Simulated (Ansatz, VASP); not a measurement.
## Si5N3 in VASP and in Ansatz

```xyz
8
Lattice="4.5937 0.0000 0.0000 0.0000 4.5937 0.0000 0.0000 0.0000 4.5937" Properties=species:S:1:pos:R:3 pbc="T T T"
Si    0.0000    0.0000    0.0000
Si    3.2732    1.3205    3.2732
Si    1.3205    3.2732    3.2732
Si    1.3205    1.3205    1.3205
Si    3.2732    3.2732    1.3205
N     2.2968    2.2968    0.0000
N     2.2968    0.0000    2.2968
N     0.0000    2.2968    2.2968
```

Alike in both runs: functional PBE; k mesh 8 × 8 × 8; occupations gaussian, width 0.1 eV; no spin polarisation.

Ansatz relaxed the structure, and its values are those at the end. VASP's run is a single point on that final structure, the one shown.

|  | VASP | Ansatz |
| --- | --- | --- |
| version | VASP 6.6.1 | Ansatz 0.2.0 |
| potentials or method | VASP PAW PBE potentials, release 64 (Si, N), cutoff 520 eV | scalar-relativistic, plane waves, PAW |
| valence electrons in the cell | 35 | 35 |

|  | VASP | Ansatz | Ansatz less VASP |
| --- | --- | --- | --- |
| gap on the k mesh at the Fermi level (eV) | none | none | - |
| pressure (GPa) | -0.1 | 0.0 | +0.08 |
| rms of the force components (eV/Å) | 0.006 | 0.002 | -0.0042 |

A gap of «none» marks a metal or a gap that the smearing closes.
